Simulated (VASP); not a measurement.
# W (Fm-3m) in VASP: notebook, part 3 of 3

VASP 6.6.1.

### Step 4. Single point, PBE

This run uses another cell than the first one, of 11.63 Å³/atom, 0.995 times its volume.

Input file INCAR:

```
SYSTEM = W
ALGO = Normal
EDIFF = 1E-6
ENCUT = 520
GGA = PE
ISIF = 2
ISMEAR = -1
LASPH = .True.
LCHARG = .False.
LREAL = .False.
LWAVE = .False.
NBANDS = 13
NELM = 100
PREC = Accurate
SIGMA = 0.1
```

Input file KPOINTS:

```
k-points
0
Gamma
  18 18 18
  0 0 0
```

Input file POSCAR:

```
W
1.0
    0.0000000000      1.7982518503      1.7982518503
    1.7982518503      0.0000000000      1.7982518503
    1.7982518503      1.7982518503      0.0000000000
W
1
Direct
    0.0000000000      0.0000000000      0.0000000000
```

Potentials or basis: VASP PAW PBE potentials, release 64 (W_sv).

Launch:

```console
$ cat potpaw_PBE.64/W_sv/POTCAR > POTCAR
$ mpirun -np 1 vasp_std > vasp.out
```

OUTCAR:

```text
SYSTEM = W
   EDIFF = 1E-6
   ENCUT = 520
   GGA = PE
   ISIF = 2
   ISMEAR = -1
   LASPH = .True.
   LREAL = .False.
   NELM = 100
   PREC = Accurate

 ion  position               nearest neighbor table
   1  0.000  0.000  0.000-

  LATTYP: Found a face centered cubic cell.
 ALAT       =     3.5965037006

  Lattice vectors:

 A1 = (   0.0000000000,   1.7982518503,   1.7982518503)
 A2 = (   1.7982518503,   0.0000000000,   1.7982518503)
 A3 = (   1.7982518503,   1.7982518503,   0.0000000000)

Analysis of symmetry for initial positions (statically):
=====================================================================
 Subroutine PRICEL returns:
 Original cell was already a primitive cell.

 Routine SETGRP: Setting up the symmetry group for a
 face centered cubic supercell.

 Subroutine GETGRP returns: Found 48 space group operations
 (whereof 48 operations were pure point group operations)
 out of a pool of 48 trial point group operations.

The static configuration has the point symmetry O_h .

Analysis of symmetry for dynamics (positions and initial velocities):
=====================================================================
 Subroutine PRICEL returns:
 Original cell was already a primitive cell.

 Routine SETGRP: Setting up the symmetry group for a
 face centered cubic supercell.

 Subroutine GETGRP returns: Found 48 space group operations
 (whereof 48 operations were pure point group operations)
 out of a pool of 48 trial point group operations.

The dynamic configuration has the point symmetry O_h .

 Subroutine INISYM returns: Found 48 space group operations
 (whereof 48 operations are pure point group operations),
 and found     1 'primitive' translations

----------------------------------------------------------------------------------------

                                     Primitive cell

  volume of cell :      11.6300

  direct lattice vectors                    reciprocal lattice vectors
     0.000000000  1.798251850  1.798251850    -0.278047816  0.278047816  0.278047816
     1.798251850  0.000000000  1.798251850     0.278047816 -0.278047816  0.278047816
     1.798251850  1.798251850  0.000000000     0.278047816  0.278047816 -0.278047816

  length of vectors
     2.543112155  2.543112155  2.543112155     0.481592945  0.481592945  0.481592945

  position of ions in fractional coordinates (direct lattice)
     0.000000000  0.000000000  0.000000000

  ion indices of the primitive-cell ions
   primitive index   ion index
                 1           1

----------------------------------------------------------------------------------------

 KPOINTS: k-points

Automatic generation of k-mesh.
 Grid dimensions read from file:
 generate k-points for:   18   18   18

 Generating k-lattice:

  Cartesian coordinates                     Fractional coordinates (reciprocal lattice)
    -0.015447101  0.015447101  0.015447101     0.055555556  0.000000000  0.000000000
     0.015447101 -0.015447101  0.015447101     0.000000000  0.055555556  0.000000000
     0.015447101  0.015447101 -0.015447101     0.000000000  0.000000000  0.055555556

  Length of vectors
     0.026755164  0.026755164  0.026755164

  Shift w.r.t. Gamma in fractional coordinates (k-lattice)
     0.000000000  0.000000000  0.000000000

 Subroutine IBZKPT returns following result:
 ===========================================

 Found    195 irreducible k-points:

 Following reciprocal coordinates:
            Coordinates               Weight
  0.000000  0.000000  0.000000      1.000000
  0.055556  0.000000  0.000000      8.000000
  0.111111  0.000000  0.000000      8.000000
  0.166667  0.000000  0.000000      8.000000
  0.222222  0.000000  0.000000      8.000000
  0.277778  0.000000  0.000000      8.000000
[... 16 lines left out ...]
 -0.277778  0.055556  0.000000     24.000000
 -0.222222  0.055556  0.000000     24.000000
 [... further k-points ...]
   k-points           NKPTS =    195   k-points in BZ     NKDIM =    195   number of bands    NBANDS=     13
   number of dos      NEDOS =    301   number of ions     NIONS =      1
   total plane-waves  NPLWV =   8000
   dimension x,y,z NGX =    20 NGY =   20 NGZ =   20
   dimension x,y,z NGXF=    40 NGYF=   40 NGZF=   40
   ions per type =               1
   NGX,Y,Z   is equivalent  to a cutoff of  13.07, 13.07, 13.07 a.u.
   NGXF,Y,Z  is equivalent  to a cutoff of  26.15, 26.15, 26.15 a.u.
 SYSTEM =  W
   PREC   = accura    normal or accurate (medium, high low for compatibility)
   ISTART =      0    job   : 0-new  1-cont  2-samecut
   ICHARG =      2    charge: 1-file 2-atom 10-const
   ISPIN  =      1    spin polarized calculation?
   LNONCOLLINEAR =      F non collinear calculations
   LSORBIT =      F    spin-orbit coupling
   LASPH  =      T    aspherical Exc in radial PAW
   ENCUT  =  520.0 eV  38.22 Ry    6.18 a.u.   4.73  4.73  4.73*2*pi/ulx,y,z
   NELM   =    100;   NELMIN=  2; NELMDL= -5     # of ELM steps
   EDIFF  = 0.1E-05   stopping-criterion for ELM
   LREAL  =      F    real-space projection
[... 7 lines left out ...]
   TEBEG  =    0.0;   TEEND  =   0.0 temperature during run
   PSTRESS=    0.0 pullay stress
   NELECT =      14.0000    total number of electrons
   NUPDOWN=      -1.0000    fix difference up-down
   EMIN   =  10.00;   EMAX   =-10.00  energy-range for DOS
   EFERMI =   0.00;   METHOD = LEGACY
   ISMEAR =    -1;   SIGMA  =   0.10  broadening in eV -4-tet -1-fermi 0-gaus
   EFERMI_NEDOS =   21; number of points for ismear=-14 and -15
   IALGO  =     38    algorithm
   IMIX   =      4    mixing-type and parameters
     AMIX     =   0.40;   BMIX     =  1.00
     AMIX_MAG =   1.60;   BMIX_MAG =  1.00
  volume/ion in A,a.u.               =      11.63        78.48
  Fermi-wavevector in a.u.,A,eV,Ry     =   1.741501  3.290959 41.264087  3.032825
  Thomas-Fermi vector in A             =   2.813946
   LORBIT       =      0    0 simple, 1 ext, 2 COOP (PROOUT), +10 PAW based schemes
   GGA     = PE    functional components
   LHFCALC =     F    Hartree Fock is set to
   AEXX    =    0.0000 exact exchange contribution
   IVDW    =     0    specifies the selected vdW correction
   LEPSILON=     F    determine dielectric tensor
   LRPA    =     F    only Hartree local field effects (RPA)
 non-spin polarized calculation
  energy-cutoff  :      520.00
  volume of cell :       11.63
 maximum number of plane-waves:       331
   NGX =  9   NGY =  9   NGZ =  9

 number of electron      13.9999999 magnetization

 Free energy of the ion-electron system (eV)
  ---------------------------------------------------
  ext. energy  EPLUGINS =         0.00000000
  ---------------------------------------------------
  free energy    TOTEN  =       -10.25101851 eV

  energy without entropy =      -10.22594513  energy(sigma->0) =      -10.23848182

 E-fermi :  15.9559     XC(G=0): -15.4670

 val. band max:       15.9517912715   @ k =  -0.3889   0.3333   0.0000
 cond. band min:      15.9769299197   @ k =  -0.2778   0.1667   0.0000
 fundamental gap:      0.0251386482
 Fermi energy:        15.9558670847

 k-point     1 :       0.0000    0.0000    0.0000
  band No.  band energies     occupation
      1     -57.4407      2.00000
      2     -20.1761      2.00000
      3     -20.1761      2.00000
      4     -20.1761      2.00000
      5       5.3742      2.00000
      6      14.6714      1.99999
      7      14.6714      1.99999
      8      14.6714      1.99999
      9      19.6903      0.00000
     10      19.6903      0.00000
     11      28.9018      0.00000
     12      36.0283      0.00000
     13      36.0283      0.00000

 k-point     2 :       0.0556    0.0000    0.0000
  band No.  band energies     occupation
      1     -57.4270      2.00000
      2     -20.2955      2.00000
      3     -20.1895      2.00000
      4     -20.1895      2.00000
      5       5.5910      2.00000
      6      14.5013      2.00000
      7      14.7708      1.99999
      8      14.7708      1.99999
      9      19.5690      0.00000
     10      19.5690      0.00000
     11      29.3284      0.00000
[... 339 lines left out ...]
 k-point    24 :      -0.2222    0.0556    0.0000
  band No.  band energies     occupation
      1     -57.2147      2.00000
      2     -21.9063      2.00000
      3     -20.5048      2.00000
      4     -20.3431      2.00000
      5       8.2680      2.00000
      6      13.5096      2.00000
      7      15.3030      1.99708
      8      15.4713      1.98439
      9      18.7002      0.00000
     10      20.4590      0.00000
     11      30.4077      0.00000
     12      36.2058      0.00000
     13      41.2485      0.00000

 [... further k-points ...]

------------------------ aborting loop because EDIFF is reached ----------------------------------------

  FORCE on cell =-STRESS in cart. coord.  units (eV):
  Direction    XX          YY          ZZ          XY          YZ          ZX
  --------------------------------------------------------------------------------------
  -------------------------------------------------------------------------------------
  Total       14.2506220     14.2506220     14.2506220      0.0000000     -0.0000000     -0.0000000
  in kB     1963.1923759   1963.1923759   1963.1923759      0.0000000     -0.0000000     -0.0000000
  external PRESSURE =    1963.1923759 kB  Pullay stress =       0.0000000 kB

 VOLUME and BASIS-vectors are now :
 -----------------------------------------------------------------------------
  energy-cutoff  :      520.00
  volume of cell :       11.63
      direct lattice vectors                 reciprocal lattice vectors
     0.000000000  1.798251850  1.798251850    -0.278047816  0.278047816  0.278047816
     1.798251850  0.000000000  1.798251850     0.278047816 -0.278047816  0.278047816
     1.798251850  1.798251850  0.000000000     0.278047816  0.278047816 -0.278047816

 POSITION                                       TOTAL-FORCE (eV/Angst)
 -----------------------------------------------------------------------------------
      0.00000      0.00000      0.00000         0.000000      0.000000      0.000000
 -----------------------------------------------------------------------------------
    total drift:                               -0.000000     -0.000000     -0.000000

  FREE ENERGIE OF THE ION-ELECTRON SYSTEM (eV)
  ---------------------------------------------------
  free  energy   TOTEN  =       -10.2510185137 eV

  energy  without entropy=      -10.2259451346  energy(sigma->0) =      -10.23848182
```

OSZICAR:

```text
N       E                     dE             d eps       ncg     rms          rms(c)
DAV:   1     0.839637592368E+02    0.83964E+02   -0.73304E+03  5147   0.128E+03
DAV:   2    -0.921847166770E+01   -0.93182E+02   -0.89465E+02  5600   0.322E+02
DAV:   3    -0.106407928378E+02   -0.14223E+01   -0.14163E+01  5595   0.382E+01
DAV:   4    -0.106444361038E+02   -0.36433E-02   -0.36431E-02  5820   0.213E+00
DAV:   5    -0.106444542513E+02   -0.18147E-04   -0.18149E-04  5685   0.142E-01    0.362E+01
DAV:   6    -0.103653671990E+02    0.27909E+00   -0.13602E-01  5300   0.521E+00    0.185E+01
DAV:   7    -0.102535323286E+02    0.11183E+00   -0.12177E-01  5475   0.469E+00    0.440E-01
DAV:   8    -0.102510022366E+02    0.25301E-02   -0.42077E-03  5240   0.934E-01    0.600E-02
DAV:   9    -0.102510119210E+02   -0.96844E-05   -0.38383E-05  6000   0.746E-02    0.241E-02
DAV:  10    -0.102510186128E+02   -0.66919E-05   -0.39232E-06  5425   0.243E-02    0.899E-03
DAV:  11    -0.102510185137E+02    0.99133E-07   -0.68359E-08  2890   0.325E-03
   1 F= -.10251019E+02 E0= -.10238482E+02  d E =-.250734E-01
```

stdout:

```text
POSCAR found type information on POSCAR W
 POSCAR found :  1 types and       1 ions
 scaLAPACK will be used
 LDA part: xc-table for (Slater+PW92), standard interpolation
 POSCAR, INCAR and KPOINTS ok, starting setup
 FFT: planning ... GRIDC
 FFT: planning ... GRID_SOFT
 FFT: planning ... GRID
 WAVECAR not read
 entering main loop
```

It took 13 s on 1 thread of AMD EPYC 9R45 (Zen 5), shared host; peak memory 0.12 GiB.

What came out:

```
Free energy            : -10.2510 eV
Pressure               : 196.3 GPa
Band gap on the k mesh : zero (band 7 reaches 22.01 eV, above the bottom of band 8 at 14.67 eV)
```

Caveat: spin-orbit coupling is left out, which moves the levels of the heavy elements.

### Step 5. Single point, PBE

This run uses another cell than the first one, of 16.46 Å³/atom, 1.408 times its volume.

Input file INCAR:

```
PREC     = Accurate       # precision mode
ENCUT    = 520            # plane-wave cutoff, eV
EDIFF    = 1E-6           # SCF threshold, eV
ISMEAR   = -1             # smearing method
SIGMA    = 0.1            # smearing width, eV
LREAL    = False          # projectors in reciprocal space
LASPH    = True           # aspherical terms in the spheres
NELM     = 80             # most SCF steps
ALGO     = Normal         # electronic algorithm
ISIF     = 2              # what is computed and relaxed
LWAVE    = False          # write WAVECAR
LCHARG   = False          # write CHGCAR
GGA      = PE             # functional
NBANDS   = 13             # bands
```

Input file KPOINTS:

```
regular mesh
0
Gamma
  17 17 17
```

Input file POSCAR:

```
W
1.0
    0.0000000000      2.0191492376      2.0191492376
    2.0191492376      0.0000000000      2.0191492376
    2.0191492376      2.0191492376      0.0000000000
W
1
Direct
    0.0000000000      0.0000000000      0.0000000000
```

Launch:

```console
$ cat potpaw_PBE.64/W_sv/POTCAR > POTCAR
$ mpirun -np 1 vasp_std > vasp.out
```

Wall time 17 s (1 thread of AMD EPYC 9R45 (Zen 5), shared host); peak memory 0.13 GiB.

Results (log left out):

| Quantity | Value |
| --- | --- |
| Free energy | -12.4908 eV |
| Pressure | 0.5 GPa |
| Band gap on the k mesh | zero (band 7 reaches 13.31 eV, above the bottom of band 8 at 9.89 eV) |

Levels at points of the mesh, in eV from the Fermi level:
```csv
k point,band 3,band 4,band 5,band 6,band 7,band 8,band 9,band 10,band 11,band 12
"(0.00, 0.00, 0.00)",-37.32,-37.32,-8.98,-0.56,-0.56,-0.56,2.55,2.55,12.77,17.98
```

Caveat: spin-orbit coupling is left out, which moves the levels of the heavy elements.

### Step 6. Summary

```tsv
cell	k mesh	gap on the mesh (eV)	pressure (GPa)
a = 2.547 Å, angles 60.0°, 1 atom	18 × 18 × 18	none	191.6
a = 2.544 Å, angles 60.0°, 1 atom	18 × 18 × 18	none	195.2
a = 2.543 Å, angles 60.0°, 1 atom	18 × 18 × 18	none	196.3
a = 2.856 Å, angles 60.0°, 1 atom	17 × 17 × 17	none	0.5
```

Alike in all rows: task single point; level PBE; potentials or basis VASP PAW PBE potentials, release 64 (W_sv); no spin polarisation; cutoff (eV) 520; smearing fermi-dirac 0.1 eV.

Caveats: spin-orbit coupling is left out, which moves the levels of the heavy elements.

Absolute energies hang on the potentials; compare differences alone.
